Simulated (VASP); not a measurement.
**Al: single point with r2SCAN**

Crystal: Al.

```
CELL_PARAMETERS angstrom
0.00000 1.99669 1.99669
1.99669 0.00000 1.99669
1.99669 1.99669 0.00000
ATOMIC_POSITIONS crystal
Al 0.00000 0.00000 0.00000
```

```yaml
Program: VASP 6.6.1
Task: single point
Functional: r2SCAN
Potentials_or_basis: VASP PAW PBE potentials, release 64 (Al)
Cutoff: 520 eV
k_mesh: 22 × 22 × 22
Occupations: fermi-dirac, width 0.1 eV
Spin: no spin polarisation
Dipole_correction: no
Further_INCAR_settings: ALGO = Normal; EDIFF = 1e-06; NBANDS = 8
```

| Item | Value |
| --- | --- |
| Pressure | -0.3 GPa |

Levels at points of the mesh, in eV from the Fermi level:
```csv
k point,band 1,band 2,band 3,band 4,band 5
"(0.00, 0.00, 0.00)",-12.09,13.53,13.53,13.53,15.73
"(0.50, 0.00, 0.00)",-5.14,-4.58,12.26,12.26,12.73
"(0.50, 0.50, 0.00)",-3.24,-1.66,5.48,6.19,6.19
```

Run time: 88 s on 1 thread of Intel(R) Xeon(R) Platinum 8259CL CPU @ 2.50GHz (Skylake/Cascade Lake), on a shared host, peak memory 0.16 GiB.

Caveat: the PAW data sets were made with another functional, which shifts forces and pressure a little.
